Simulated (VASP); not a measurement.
Set up this calculation in VASP 6.6.1, as the native input.

```yaml
Task: single point
Functional: PBE
Potentials_or_basis: VASP PAW PBE potentials, release 64 (Rh_pv)
Cutoff: 520 eV
k_mesh: 12 × 12 × 12
Occupations: gaussian, width 0.027 eV
Spin: no spin polarisation
Dipole_correction: no
Further_INCAR_settings: ALGO = Normal; EDIFF = 1e-06; NBANDS = 14
```

The structure of Rh lies in POSCAR:

```
Rh
1.0
    0.0000000000      1.8978500000      1.8978500000
    1.8978500000      0.0000000000      1.8978500000
    1.8978500000      1.8978500000      0.0000000000
Rh
1
Direct
    0.0000000000      0.0000000000      0.0000000000
```

These files were run (other wordings do the same):

INCAR

```
PREC = Accurate
ENCUT = 520
EDIFF = 1E-6
ISMEAR = 0
SIGMA = 0.027000000000000003
LREAL = F
LASPH = T
NELM = 60
ALGO = Normal
ISIF = 2
LWAVE = F
LCHARG = F
GGA = PE
NBANDS = 14
```

KPOINTS

```
regular mesh
0
Gamma
  12 12 12
```

Potentials or basis: VASP PAW PBE potentials, release 64 (Rh_pv).

Launch:

```console
$ cat potpaw_PBE.64/Rh_pv/POTCAR > POTCAR
$ mpirun -np 1 vasp_std > vasp.out
```

Results of the run:

```json
{
  "Pressure": "7.4 GPa"
}
```

Run time: 6.1 s on 1 thread of Intel(R) Xeon(R) 6975P-C (Granite Rapids), on a shared host, peak memory 0.12 GiB.
